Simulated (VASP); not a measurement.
FeO:

```
Fe O
1.0
     0.00000    2.15540    2.15540
     2.15540    0.00000    2.15540
     2.15540    2.15540    0.00000
Fe O
1 1
Cartesian
  0.0000 0.0000 0.0000
  2.1554 2.1554 2.1554
```

| Property | Result |
| --- | --- |
| Program | VASP 6.6.1 |
| Task | relaxation of cell and atoms |
| Functional | PBEsol |
| Dispersion | D3(BJ) |
| Potentials or basis | VASP PAW PBE potentials, release 64 (Fe, O) |
| Cutoff | 600 eV |
| k mesh | 11 × 11 × 11 |
| Occupations | fermi-dirac, width 0.05 eV |
| Spin | collinear spin, ferromagnetic start |
| Starting moments | [3.0, 0.0] μB |

At the start: pressure -11.2 GPa; volume 10.01 Å³/atom.

Problem. How do energy, volume and symmetry change on relaxing?

Solution. Over 3 steps the energy falls by 21.0 meV/atom and the volume is 9.45 Å³/atom (-5.7 %); space group Fm-3m (No. 225, to 0.1 Å) before and after; moment 4.00 μB per cell.

Step by step:
```tsv
step	energy change (eV)	largest force (eV/Å)	pressure (GPa)	volume (Å³)
1	0.0000	0.0000	-11.24	20.03
2	-0.0163	0.0000	9.95	18.06
3	-0.0419	0.0000	-0.08	18.89
```

Final structure:
```
Fe O
1.0
     0.00000    2.11399    2.11399
     2.11399    0.00000    2.11399
     2.11399    2.11399    0.00000
Fe O
1 1
Cartesian
  0.0000 0.0000 0.0000
  2.1140 2.1140 2.1140
```

Caveat: the PAW data sets were made with another functional, which shifts forces and pressure a little; a cell with one magnetic atom can't hold antiferromagnetic order, which such compounds often take.
